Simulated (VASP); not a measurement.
A run of VASP 6.6.1:

Contents of INCAR:

```
  PREC = Accurate
  ENCUT = 520
  EDIFF = 1E-6
  ISMEAR = 0
  SIGMA = 0.1
  LREAL = F
  LASPH = T
  NELM = 60
  ALGO = Normal
  ISIF = 2
  LWAVE = F
  LCHARG = T
  GGA = PE
  LELF = T
  LVHAR = T
  NBANDS = 16
```

KPOINTS

```
regular mesh
0
Gamma
  6 6 6
```

The input POSCAR:

```
C3N
1.0
    0.0000000000      2.3954591850      2.3954591850
    2.3954591850      0.0000000000      2.3954591850
    2.3954591850      2.3954591850      0.0000000000
C N
3 1
Direct
    0.2500000000      0.2500000000      0.2500000000
    0.7500000000      0.7500000000      0.7500000000
    0.5000000000      0.5000000000      0.5000000000
    0.0000000000      0.0000000000      0.0000000000
```

Potentials or basis: VASP PAW PBE potentials, release 64 (C, N).

Launch:

```console
$ cat potpaw_PBE.64/C/POTCAR potpaw_PBE.64/N/POTCAR > POTCAR
$ mpirun -np 1 vasp_std > vasp.out
```

Hardware: 1 thread of Intel(R) Xeon(R) Platinum 8488C (Sapphire Rapids), with other jobs on the host.

Q: Estimate the wall time of this run.

A: It took 6.3 s on 1 thread of Intel(R) Xeon(R) Platinum 8488C (Sapphire Rapids), on a shared host, peak memory 0.15 GiB. Counts: scf iterations 11, k points 16.
